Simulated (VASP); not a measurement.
Si16N: single point with PBE

The system is Si16N, a slab with vacuum.

```
CELL_PARAMETERS angstrom
7.70216 0.00000 0.00000
0.00000 6.36468 0.00000
0.00000 0.00000 19.75254
ATOMIC_POSITIONS crystal
Si 0.00000 0.93707 0.20251
Si 0.50000 0.93707 0.20251
Si 0.00000 0.56293 0.20251
Si 0.50000 0.56293 0.20251
Si 0.25000 0.43707 0.25879
Si 0.75000 0.43707 0.25879
Si 0.25000 0.06293 0.25879
Si 0.75000 0.06293 0.25879
Si 0.25000 0.93330 0.37206
Si 0.75000 0.93330 0.37206
Si 0.25000 0.56670 0.37206
Si 0.75000 0.56670 0.37206
Si 0.00000 0.42599 0.41780
Si 0.50000 0.42599 0.41780
Si 0.00000 0.07401 0.41780
Si 0.50000 0.07401 0.41780
N 0.00000 0.25932 0.48248
```

```
Program             : VASP 6.6.1
Task                : single point
Functional          : PBE
Potentials or basis : VASP PAW PBE potentials, release 64 (Si, N)
Cutoff              : 520 eV
k mesh              : 4 × 4 × 1
Occupations         : gaussian, width 0.05 eV
Spin                : collinear spin, ferromagnetic start
Starting moments    : [0.0, 0.0, 0.0, 0.0, 0.0, 0.0, 0.0, 0.0, 0.0, 0.0, 0.0, 0.0, 0.0, 0.0, 0.0, 0.0, 3.0] μB
```

```yaml
Largest_force: 2.162 eV/Å
Net_moment: 0.29 μB per cell
Site_moments: Si +0.00, -0.00, +0.02, +0.03 (each value once); N +0.06 μB
Valence_electrons_inside_the_program's_atomic_spheres: Si 1.63, 1.65, 1.70, 1.74, 1.68, 1.69 (each value once); N 3.72
```

Forces on the atoms (eV/Å):
```
Si   0.000 -0.794  0.703
Si   0.000 -0.851  0.586
Si   0.000  0.798  0.710
Si   0.000  0.859  0.595
Si   0.075  0.026 -0.699
Si  -0.075  0.026 -0.699
Si   0.067 -0.018 -0.708
Si  -0.067 -0.018 -0.708
Si   0.020 -0.031 -0.067
Si  -0.020 -0.031 -0.067
Si   0.041  0.072 -0.128
Si  -0.041  0.072 -0.128
Si   0.000  2.133 -0.353
Si   0.000 -0.064 -0.029
Si   0.000 -0.968  0.954
Si   0.000  0.082 -0.014
N    0.000 -1.294  0.050
```

Levels at points of the mesh, in eV from the Fermi level:
Spin up:
| k point | band 32 | band 33 | band 34 | band 35 | band 36 | band 37 | band 38 | band 39 |
| --- | --- | --- | --- | --- | --- | --- | --- | --- |
| (0.00, 0.00, 0.00) | -0.82 | -0.59 | -0.15 | -0.07 | 0.44 | 0.63 | 1.11 | 1.60 |
| (0.50, 0.00, 0.00) | -0.90 | -0.64 | -0.10 | 0.08 | 0.74 | 0.85 | 1.34 | 1.48 |
| (0.00, 0.50, 0.00) | -0.89 | -0.74 | -0.48 | -0.24 | 0.19 | 0.61 | 0.72 | 1.53 |
| (0.50, 0.50, 0.00) | -0.63 | -0.41 | -0.40 | -0.37 | 0.19 | 0.54 | 0.58 | 1.69 |
Spin down:
```csv
k point,band 31,band 32,band 33,band 34,band 35,band 36,band 37,band 38
"(0.00, 0.00, 0.00)",-0.84,-0.80,-0.52,-0.15,-0.06,0.51,0.63,1.13
"(0.50, 0.00, 0.00)",-1.19,-0.84,-0.62,-0.09,0.22,0.74,0.86,1.35
"(0.00, 0.50, 0.00)",-1.05,-0.88,-0.65,-0.46,-0.23,0.29,0.66,0.73
"(0.50, 0.50, 0.00)",-1.16,-0.62,-0.39,-0.39,-0.19,0.21,0.54,0.58
```

Wall time 42 min on 1 thread of Oxide Virtual Turin-like Processor (shared host), peak memory 1.4 GiB.
